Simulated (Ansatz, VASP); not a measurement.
**KHf3O2 in VASP and in Ansatz**

```
K Hf O
1.0
     4.71796    0.00000    0.00000
    -2.35898    4.08587    0.00000
     0.00000    0.00000    5.85865
K Hf O
1 3 2
Direct
  0.66667 0.33333 0.00000
  0.66667 0.33333 0.50000
  0.00000 0.00000 0.00000
  0.00000 0.00000 0.50000
  0.33333 0.66667 0.22999
  0.33333 0.66667 0.77001
```

Change from the starting cell: species swapped into the Gd2CoNi3 type (P-6m2, No. 187).

Alike in both runs: task relaxation of cell and atoms; functional PBE; k mesh 12 × 12 × 6; occupations gaussian, width 0.1 eV; no spin polarisation.

```csv
,VASP,Ansatz
version,VASP 6.6.1,Ansatz 0.2.0
potentials or method,"VASP PAW PBE potentials, release 64 (K_sv, Hf_pv, O), cutoff 600 eV","scalar-relativistic, plane waves, PAW"
valence electrons in the cell,51,99
```

VASP gave:

```
gap on the k mesh at the Fermi level, each at its own relaxed structure (eV) : none
relaxed volume (Å³/atom)                                                     : 18.66
relaxed cell length with the largest relative difference (Å)                 : 4.702
```

Q: What did Ansatz give for the same quantities?

A: gap on the k mesh at the Fermi level, each at its own relaxed structure (eV): none; relaxed volume (Å³/atom): 18.79; relaxed cell length with the largest relative difference (Å): 4.714.

A gap of «none» marks a metal or a gap that the smearing closes. VASP's potentials hold 51 valence electrons a cell and Ansatz's 99, so a difference there can come from the potentials and not from the codes.

Neither program's run includes spin-orbit coupling.
